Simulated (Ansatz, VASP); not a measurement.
GaN in VASP and in Ansatz

INCAR

```
  ALGO = Normal
  EDIFF = 1E-6
  ENCUT = 520
  GGA = CA
  GGA_COMPAT = F
  ISIF = 2
  ISMEAR = 0
  LASPH = T
  LCHARG = T
  LORBIT = 11
  LORBMOM = T
  LREAL = F
  LSORBIT = T
  LVHAR = T
  LWAVE = F
  MAGMOM = 0 0 0 0 0 0
  NBANDS = 30
  NELM = 150
  PREC = Accurate
  SIGMA = 0.01
```

KPOINTS

```
k-points
0
Gamma
  10 10 10
```

The input POSCAR:

```
GaN
1.0
    0.0000000000      2.2277045316      2.2277045316
    2.2277045316      0.0000000000      2.2277045316
    2.2277045316      2.2277045316      0.0000000000
Ga N
1 1
Direct
   -0.0022444628     -0.0022444628     -0.0022444628
    0.2500000000      0.2500000000      0.2500000000
```

Input for Ansatz:

```yaml
crystal:
  lattice:
    - [0.0, 2.22770453164, 2.22770453164]
    - [2.22770453164, 0.0, 2.22770453164]
    - [2.22770453164, 2.22770453164, 0.0]
  atoms:
    - { symbol: Ga, position: [-0.002244462822, -0.002244462822, -0.002244462822] }
    - { symbol: "N", position: [0.25, 0.25, 0.25] }
kpoints:
  mp_grid: { grid: [10, 10, 10] }
scf:
  occupations: { method: fixed }
  convergence: { dr2_threshold: 1.0e-10 }
hamiltonian:
  xc: lda
  pseudopotentials: { kind: all_electron, lapw: { basis_error: 0.0005 } }
magnetization:
  noncollinear: true
  spin_orbit: true
output:
  forces: true
  stress: true
  eigenstates:
    kpoints:
      - [0.0, 0.0, 0.0]
      - [0.5, 0.5, 0.0]
      - [0.5, 0.0, 0.5]
      - [0.0, 0.5, 0.5]
      - [0.0, 0.5, 0.0]
      - [0.5, 0.0, 0.0]
      - [0.0, 0.0, 0.5]
      - [0.5, 0.5, 0.5]
  eigenvalues: true
```

Change from the starting cell: atom 1 moved by [-0.01, -0.01, -0.01] A.

Alike in both runs: task single point; functional LDA; k mesh 10 × 10 × 10; non-collinear spin, spin-orbit coupling.

|  | VASP | Ansatz |
| --- | --- | --- |
| version | VASP 6.6.1 | Ansatz 0.2.0 |
| potentials or method | VASP PAW LDA potentials, release 64 (Ga_d, N), cutoff 520 eV | all-electron LAPW |
| occupations | gaussian, width 0.01 eV | fixed |

Ansatz gave:

* pressure (GPa): 0.2
* traceless stress, the component that is largest in VASP (GPa): -0.63
* rms of the force components (eV/Å): 0.126
* net moment per atom (μB): 0.00

Problem. Estimate VASP's values.

Solution. Pressure (GPa): 1.1; traceless stress, the component that is largest in VASP (GPa): -0.65; rms of the force components (eV/Å): 0.128; net moment per atom (μB): 0.00.

LDA's correlation is that of Perdew and Zunger in VASP and of Perdew and Wang (1992) in Ansatz. Atom by atom the forces differ by 0.002 eV/Å (rms over components). Ansatz ran all-electron here, and VASP with PAW potentials.
